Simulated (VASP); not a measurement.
A run of VASP 6.6.1 is set up as follows.

POSCAR

```
GaAs
1.0
    0.0000000000      2.8330831925      2.8330831925
    2.8619806410      0.0000000000      2.8330831925
    2.8619806410      2.8330831925      0.0000000000
Ga As
1 1
Direct
    0.0000000000      0.0000000000      0.0000000000
    0.2500000000      0.2500000000      0.2500000000
```

File INCAR.step1:

```
SYSTEM = GaAs
ALGO = Normal
EDIFF = 1E-5
ENCUT = 520
GGA = PE
ISIF = 2
ISMEAR = 0
KPAR = 4
LASPH = .True.
LREAL = .False.
LWAVE = .True.
NBANDS = 16
NELM = 100
PREC = Accurate
SIGMA = 0.01
```

The input INCAR.step2:

```
SYSTEM = GaAs
ALGO = Normal
EDIFF = 1E-6
ENCUT = 520
GGA = PE
HFSCREEN = 0.2079
ISIF = 2
ISMEAR = 0
ISTART = 1
KPAR = 4
LASPH = .True.
LCHARG = .True.
LHFCALC = .True.
LREAL = .False.
LVHAR = .True.
LWAVE = .False.
NBANDS = 16
NELM = 100
PREC = Accurate
PRECFOCK = Normal
SIGMA = 0.01
```

Contents of KPOINTS:

```
k-points
0
Gamma
  6 6 6
  0 0 0
```

Potentials or basis: VASP PAW PBE potentials, release 64 (Ga_d, As).

The run is started by

```console
$ cat potpaw_PBE.64/Ga_d/POTCAR potpaw_PBE.64/As/POTCAR > POTCAR
$ cp INCAR.step1 INCAR
$ mpirun -np 4 vasp_std > vasp.out
$ cp INCAR.step2 INCAR
$ mpirun -np 4 vasp_std > vasp.out
```

What does it give for the pressure?

-0.3 GPa.

Estimate the band gap on the k mesh.

1.25 eV.

Stress tensor (GPa, compression positive):
```
-0.72  0.00  0.00
 0.00 -0.02  0.00
 0.00  0.00 -0.02
```

Caveat: the cell differs from its parent crystal (uniaxial x strain +1.0%); the PAW data sets were made with another functional, which shifts forces and pressure a little. A k mesh can miss the band edges.
